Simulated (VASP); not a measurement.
Write the native input for VASP 6.6.1 that does the following.

* Task: single point
* Functional: r2SCAN
* Potentials or basis: VASP PAW PBE potentials, release 64 (Pt, Pb_d, C)
* Cutoff: 520 eV
* k mesh: 5 × 5 × 5
* Occupations: gaussian, width 0.15 eV
* Spin: no spin polarisation
* Dipole correction: no
* Further INCAR settings: ALGO = Normal; EDIFF = 1e-06; NBANDS = 32

Pt3PbC:

```
Pt Pb C
1.0
     4.22886    0.00000    0.00000
     0.00000    4.22886    0.00000
     0.00000    0.00000    4.22886
Pt Pb C
3 1 1
Direct
  0.00000 0.50000 0.50000
  0.50000 0.50000 0.00000
  0.50000 0.00000 0.50000
  0.00000 0.00000 0.00000
  0.50000 0.50000 0.50000
```

One way to write it, as run:

POSCAR

```
Pt3PbC
1.0
    4.2288551200      0.0000000000      0.0000000000
    0.0000000000      4.2288551200      0.0000000000
    0.0000000000      0.0000000000      4.2288551200
Pt Pb C
3 1 1
Direct
    0.0000000000      0.5000000000      0.5000000000
    0.5000000000      0.5000000000      0.0000000000
    0.5000000000      0.0000000000      0.5000000000
    0.0000000000      0.0000000000      0.0000000000
    0.5000000000      0.5000000000      0.5000000000
```

INCAR.step1

```
SYSTEM = Pt3PbC
  PREC = Accurate
  ENCUT = 520
  ISMEAR = 0
  SIGMA = 0.15
  LREAL = .False.
  LASPH = .True.
  NELM = 100
  NBANDS = 32
  GGA = PE
  ALGO = Normal
  EDIFF = 1E-4
  LWAVE = .True.
  LCHARG = .False.
```

INCAR.step2

```
SYSTEM = Pt3PbC
  PREC = Accurate
  ENCUT = 520
  EDIFF = 1E-6
  ISMEAR = 0
  SIGMA = 0.15
  LREAL = .False.
  LASPH = .True.
  NELM = 100
  ALGO = Normal
  ISIF = 2
  LWAVE = .False.
  LCHARG = .False.
  METAGGA = R2SCAN
  LMIXTAU = .True.
  NBANDS = 32
  ISTART = 1
```

KPOINTS

```
Automatic mesh
0
Gamma
  5 5 5
  0 0 0
```

Potentials or basis: VASP PAW PBE potentials, release 64 (Pt, Pb_d, C).

Run with:

```console
$ cat potpaw_PBE.64/Pt/POTCAR potpaw_PBE.64/Pb_d/POTCAR potpaw_PBE.64/C/POTCAR > POTCAR
$ cp INCAR.step1 INCAR
$ mpirun -np 1 vasp_std > vasp.out
$ cp INCAR.step2 INCAR
$ mpirun -np 1 vasp_std > vasp.out
```

It gave:

| Property | Result |
| --- | --- |
| Pressure | 13.3 GPa |
| Band gap on the k mesh | zero (band 24 reaches 10.51 eV, above the bottom of band 25 at 10.24 eV) |

Caveat: the PAW data sets were made with another functional, which shifts forces and pressure a little; spin-orbit coupling is left out, which moves the levels of the heavy elements.

It took 72 s on 1 thread of Intel(R) Xeon(R) Platinum 8259CL CPU @ 2.50GHz (Skylake/Cascade Lake), on a shared host, peak memory 0.19 GiB.
